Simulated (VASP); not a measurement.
# MgI (P4/nmm) in VASP: relaxation of cell and atoms with PBEsol

Aim: the relaxation of cell and atoms of MgI with PBEsol.

Everything below comes from runs of VASP 6.6.1. Logs are shortened: lines on timing, memory, paths and dates and some standing lists are left out, and cuts for length are marked.

## (1) The cell of the first run

The structure is tetragonal, space group P4/nmm (No. 129). Conventional cell: a = 4.286 Å, b = 4.286 Å, c = 7.133 Å, α = 90.00°, β = 90.00°, γ = 90.00°. Mg (site symmetry -4m2) has 4 Mg at 3.03 Å and 4 I at 3.16 Å within 4.0 Å. Within 4.3 Å of I (site symmetry 4mm) lie 4 Mg at 3.16 Å and 8 I at 3.92 to 4.29 Å.

## (2) Relaxation of cell and atoms, PBEsol

The input, INCAR:

```
SYSTEM = MgI
ALGO = Normal ; EDIFF = 1E-6
EDIFFG = -0.01 ; ENCUT = 600
GGA = PS ; IBRION = 2
ISIF = 3 ; ISMEAR = 0
LASPH = .True. ; LCHARG = .False.
LREAL = .False. ; LWAVE = .False.
NELM = 60 ; NSW = 80
PREC = Accurate ; SIGMA = 0.1
```

The input, KPOINTS:

```
k-points
0
Gamma
  10 10 6
  0 0 0
```

The input, POSCAR:

```
MgI
1.0
    4.2859051611      0.0000000000      0.0000000000
    0.0000000000      4.2859051611      0.0000000000
    0.0000000000      0.0000000000      7.1334516598
Mg I
2 2
Direct
    0.5000000000      0.5000000000      0.0000000000
    0.0000000000      0.0000000000      0.0000000000
    0.5000000000      0.0000000000      0.3254734183
    0.0000000000      0.5000000000      0.6745265817
```

Potentials or basis: VASP PAW PBE potentials, release 64 (Mg, I).

Run with:

```
> cat potpaw_PBE.64/Mg/POTCAR potpaw_PBE.64/I/POTCAR > POTCAR
> mpirun -np 1 vasp_std > vasp.out
```

OUTCAR:

```text
SYSTEM = MgI
   EDIFF = 1E-6
   EDIFFG = -0.01
   ENCUT = 600
   GGA = PS
   IBRION = 2
   ISIF = 3
   ISMEAR = 0
   LASPH = .True.
   LREAL = .False.
   NELM = 60
   NSW = 80
   PREC = Accurate

 ion  position               nearest neighbor table
   1  0.500  0.500  0.000-   2 3.03   2 3.03   2 3.03   2 3.03   3 3.16   4 3.16   4 3.16   3 3.16

   2  0.000  0.000  0.000-   1 3.03   1 3.03   1 3.03   1 3.03   4 3.16   4 3.16   3 3.16   3 3.16

   3  0.500  0.000  0.325-   1 3.16   2 3.16   1 3.16   2 3.16
   4  0.000  0.500  0.675-   1 3.16   2 3.16   2 3.16   1 3.16

  LATTYP: Found a simple tetragonal cell.
 ALAT       =     4.2859051611
 C/A-ratio  =     1.6643979257

  Lattice vectors:

 A1 = (   4.2859051611,   0.0000000000,   0.0000000000)
 A2 = (   0.0000000000,   4.2859051611,   0.0000000000)
 A3 = (   0.0000000000,   0.0000000000,   7.1334516598)

Analysis of symmetry for initial positions (statically):
=====================================================================
 Subroutine PRICEL returns:
 Original cell was already a primitive cell.

 Routine SETGRP: Setting up the symmetry group for a
 simple tetragonal supercell.

 Subroutine GETGRP returns: Found 16 space group operations
 (whereof  8 operations were pure point group operations)
 out of a pool of 16 trial point group operations.

The static configuration has the point symmetry D_2d.
 The point group associated with its full space group is D_4h.

Analysis of symmetry for dynamics (positions and initial velocities):
=====================================================================
 Subroutine PRICEL returns:
 Original cell was already a primitive cell.

 Routine SETGRP: Setting up the symmetry group for a
 simple tetragonal supercell.

 Subroutine GETGRP returns: Found 16 space group operations
 (whereof  8 operations were pure point group operations)
 out of a pool of 16 trial point group operations.

The dynamic configuration has the point symmetry D_2d.
 The point group associated with its full space group is D_4h.

 Subroutine INISYM returns: Found 16 space group operations
 (whereof  8 operations are pure point group operations),
 and found     1 'primitive' translations

----------------------------------------------------------------------------------------

                                     Primitive cell

  volume of cell :     131.0343

  direct lattice vectors                    reciprocal lattice vectors
     4.285905161  0.000000000  0.000000000     0.233322942  0.000000000  0.000000000
     0.000000000  4.285905161  0.000000000     0.000000000  0.233322942  0.000000000
     0.000000000  0.000000000  7.133451660     0.000000000  0.000000000  0.140184591

  length of vectors
     4.285905161  4.285905161  7.133451660     0.233322942  0.233322942  0.140184591

  position of ions in fractional coordinates (direct lattice)
     0.500000000  0.500000000  0.000000000
     0.000000000  0.000000000  0.000000000
     0.500000000  0.000000000  0.325473418
     0.000000000  0.500000000  0.674526582

  ion indices of the primitive-cell ions
   primitive index   ion index
                 1           1
                 2           2
                 3           3
                 4           4

----------------------------------------------------------------------------------------

 KPOINTS: k-points

Automatic generation of k-mesh.
 Grid dimensions read from file:
 generate k-points for:   10   10    6

 Generating k-lattice:

  Cartesian coordinates                     Fractional coordinates (reciprocal lattice)
     0.023332294  0.000000000  0.000000000     0.100000000  0.000000000  0.000000000
     0.000000000  0.023332294  0.000000000     0.000000000  0.100000000  0.000000000
     0.000000000  0.000000000  0.023364098     0.000000000  0.000000000  0.166666667

  Length of vectors
     0.023332294  0.023332294  0.023364098

  Shift w.r.t. Gamma in fractional coordinates (k-lattice)
     0.000000000  0.000000000  0.000000000

 Subroutine IBZKPT returns following result:
 ===========================================

 Found     84 irreducible k-points:

 Following reciprocal coordinates:
            Coordinates               Weight
  0.000000  0.000000  0.000000      1.000000
  0.100000  0.000000  0.000000      4.000000
  0.200000  0.000000  0.000000      4.000000
  0.300000  0.000000  0.000000      4.000000
  0.400000  0.000000  0.000000      4.000000
  0.500000  0.000000  0.000000      2.000000
[... 16 lines left out ...]
  0.100000  0.000000  0.166667      8.000000
  0.200000  0.000000  0.166667      8.000000
 [... further k-points ...]
   k-points           NKPTS =     84   k-points in BZ     NKDIM =     84   number of bands    NBANDS=     13
   number of dos      NEDOS =    301   number of ions     NIONS =      4
   total plane-waves  NPLWV =  77760
   dimension x,y,z NGX =    36 NGY =   36 NGZ =   60
   dimension x,y,z NGXF=    72 NGYF=   72 NGZF=  120
   ions per type =               2   2
   NGX,Y,Z   is equivalent  to a cutoff of  13.96, 13.96, 13.98 a.u.
   NGXF,Y,Z  is equivalent  to a cutoff of  27.93, 27.93, 27.97 a.u.
 SYSTEM =  MgI
   PREC   = accura    normal or accurate (medium, high low for compatibility)
   ISTART =      0    job   : 0-new  1-cont  2-samecut
   ICHARG =      2    charge: 1-file 2-atom 10-const
   ISPIN  =      1    spin polarized calculation?
   LNONCOLLINEAR =      F non collinear calculations
   LSORBIT =      F    spin-orbit coupling
   LASPH  =      T    aspherical Exc in radial PAW
   ENCUT  =  600.0 eV  44.10 Ry    6.64 a.u.   8.56  8.56 14.25*2*pi/ulx,y,z
   NELM   =     60;   NELMIN=  2; NELMDL= -5     # of ELM steps
   EDIFF  = 0.1E-05   stopping-criterion for ELM
   LREAL  =      F    real-space projection
   EDIFFG = -.1E-01   stopping-criterion for IOM
   NSW    =     80    number of steps for IOM
   IBRION =      2    ionic relax: 0-MD 1-quasi-New 2-CG
   NFREE  =      1    steps in history (QN), initial steepest desc. (CG)
   ISIF   =      3    stress and relaxation
   ISYM   =      2    0-nonsym 1-usesym 2-fastsym
   POTIM  = 0.5000    time-step for ionic-motion
   TEBEG  =    0.0;   TEEND  =   0.0 temperature during run
   PSTRESS=    0.0 pullay stress
   NELECT =      18.0000    total number of electrons
   NUPDOWN=      -1.0000    fix difference up-down
   EMIN   =  10.00;   EMAX   =-10.00  energy-range for DOS
   EFERMI =   0.00;   METHOD = LEGACY
   ISMEAR =     0;   SIGMA  =   0.10  broadening in eV -4-tet -1-fermi 0-gaus
   EFERMI_NEDOS =   21; number of points for ismear=-14 and -15
   IALGO  =     38    algorithm
   IMIX   =      4    mixing-type and parameters
     AMIX     =   0.40;   BMIX     =  1.00
     AMIX_MAG =   1.60;   BMIX_MAG =  1.00
  volume/ion in A,a.u.               =      32.76       221.07
  Fermi-wavevector in a.u.,A,eV,Ry     =   0.844703  1.596257  9.708073  0.713523
  Thomas-Fermi vector in A             =   1.959774
   LORBIT       =      0    0 simple, 1 ext, 2 COOP (PROOUT), +10 PAW based schemes
   GGA     = PS    functional components
   LHFCALC =     F    Hartree Fock is set to
   AEXX    =    0.0000 exact exchange contribution
   IVDW    =     0    specifies the selected vdW correction
   LEPSILON=     F    determine dielectric tensor
   LRPA    =     F    only Hartree local field effects (RPA)
 conjugate gradient relaxation of ions
 non-spin polarized calculation
 Gauss-broadening in eV      SIGMA  =   0.10
  energy-cutoff  :      600.00
  volume of cell :      131.03
 maximum number of plane-waves:      4405
 NGX is ok and might be reduce to    36
   NGX = 17   NGY = 17   NGZ = 29

--------------------------------------- Ionic step        1  -------------------------------------------

 number of electron      18.0000000 magnetization

 Free energy of the ion-electron system (eV)
  ---------------------------------------------------
  ext. energy  EPLUGINS =         0.00000000
  ---------------------------------------------------
  free energy    TOTEN  =        -7.69441969 eV

  energy without entropy =       -7.68198302  energy(sigma->0) =       -7.68820135

------------------------ aborting loop because EDIFF is reached ----------------------------------------

  FORCE on cell =-STRESS in cart. coord.  units (eV):
  Direction    XX          YY          ZZ          XY          YZ          ZX
  --------------------------------------------------------------------------------------
  -------------------------------------------------------------------------------------
  Total        0.2709541      0.2709541      0.0419672      0.0000000      0.0000000      0.0000000
  in kB        3.3130003      3.3130003      0.5131404      0.0000000      0.0000000      0.0000000
  external PRESSURE =       2.3797137 kB  Pullay stress =       0.0000000 kB
[... 175 lines left out ...]
  energy  without entropy=       -7.6843476973  energy(sigma->0) =       -7.69056302

--------------------------------------- Ionic step        6  -------------------------------------------

 number of electron      18.0000001 magnetization

 Free energy of the ion-electron system (eV)
  ---------------------------------------------------
  ext. energy  EPLUGINS =         0.00000000
  ---------------------------------------------------
  free energy    TOTEN  =        -7.69680631 eV

  energy without entropy =       -7.68439624  energy(sigma->0) =       -7.69060128

 E-fermi :   3.5430     XC(G=0):  -8.2663

 val. band max:        3.5130276415   @ k =   0.5000   0.3000   0.3333
 cond. band min:       3.5497438752   @ k =   0.5000   0.5000   0.1667
 fundamental gap:      0.0367162336
 Fermi energy:         3.5429751770

 k-point     1 :       0.0000    0.0000    0.0000
  band No.  band energies     occupation
      1     -10.1217      2.00000
      2      -9.5128      2.00000
      3      -2.3680      2.00000
      4       0.4463      2.00000
      5       0.4641      2.00000
      6       0.4641      2.00000
      7       1.4470      2.00000
      8       1.4470      2.00000
      9       2.3058      2.00000
     10       4.9035      0.00000
     11       5.8620      0.00000
     12       5.9464      0.00000
     13       5.9464      0.00000
[... 353 lines left out ...]
 k-point    24 :       0.2000    0.0000    0.1667
  band No.  band energies     occupation
      1     -10.0006      2.00000
      2      -9.5280      2.00000
      3      -2.0628      2.00000
      4      -0.3773      2.00000
      5       0.0157      2.00000
      6       0.6387      2.00000
      7       0.7730      2.00000
      8       1.3789      2.00000
      9       3.0723      2.00000
     10       4.5501      0.00000
     11       5.7100      0.00000
     12       6.2408      0.00000
     13       7.4459      0.00000

 [... further k-points ...]

------------------------ aborting loop because EDIFF is reached ----------------------------------------

  FORCE on cell =-STRESS in cart. coord.  units (eV):
  Direction    XX          YY          ZZ          XY          YZ          ZX
  --------------------------------------------------------------------------------------
  -------------------------------------------------------------------------------------
  Total        0.0026832      0.0026832      0.0048864      0.0000000      0.0000000     -0.0000000
  in kB        0.0323026      0.0323026      0.0588263      0.0000000      0.0000000     -0.0000000
  external PRESSURE =       0.0411438 kB  Pullay stress =       0.0000000 kB
[... 19 lines left out ...]
  FREE ENERGIE OF THE ION-ELECTRON SYSTEM (eV)
  ---------------------------------------------------
  free  energy   TOTEN  =        -7.6968063095 eV

  energy  without entropy=       -7.6843962421  energy(sigma->0) =       -7.69060128

 reached required accuracy - stopping structural energy minimisation
```

It took 8.5 min on 1 thread of Oxide Virtual Turin-like, shared host; peak memory 0.38 GiB.

Results:

```yaml
Free_energy: -7.6968 eV
Relaxed_volume: 33.27 Å³/atom
Relaxed_cell: a = 4.323 Å, b = 4.323 Å, c = 7.122 Å, α = 90.00°, β = 90.00°, γ = 90.00°
Space_group_after_relaxing_to_0.1_Å: P4/nmm (No. 129)
Energy_gained_by_relaxing: 0.6 meV/atom
Ionic_steps: 6
Pressure_after_relaxing: 0.0 GPa
Band_gap_on_the_k_mesh: zero (bands 9 and 10 overlap by 1.25 eV)
```

Forces on the atoms (eV/Å):
```
Mg   0.000  0.000  0.000
Mg   0.000  0.000  0.000
I    0.000  0.000 -0.002
I    0.000  0.000  0.002
```

The path:
| step | energy change (eV) | largest force (eV/Å) | pressure (GPa) | volume (Å³) |
| --- | --- | --- | --- | --- |
| 1 | 0.0000 | 0.0149 | 0.24 | 131.03 |
| 2 | -0.0014 | 0.0247 | 0.11 | 131.96 |
| 3 | -0.0020 | 0.0358 | -0.04 | 133.03 |
| 4 | -0.0021 | 0.0372 | -0.05 | 133.13 |
| 5 | -0.0024 | 0.0118 | -0.01 | 133.10 |
| 6 | -0.0024 | 0.0022 | 0.00 | 133.09 |

Final structure:
```xyz
4
Lattice="4.3229 0.0000 0.0000 0.0000 4.3229 0.0000 0.0000 0.0000 7.1216" Properties=species:S:1:pos:R:3 pbc="T T T"
Mg    2.1615    2.1615    0.0000
Mg    0.0000    0.0000    0.0000
I     2.1615    4.3229    2.3129
I     0.0000    2.1615    4.8086
```

Caveat: the PAW data sets were made with another functional, which shifts forces and pressure a little; spin-orbit coupling is left out, which moves the levels of the heavy elements.

The gap in the log of VASP goes by the Fermi energy; the results here count the filled bands.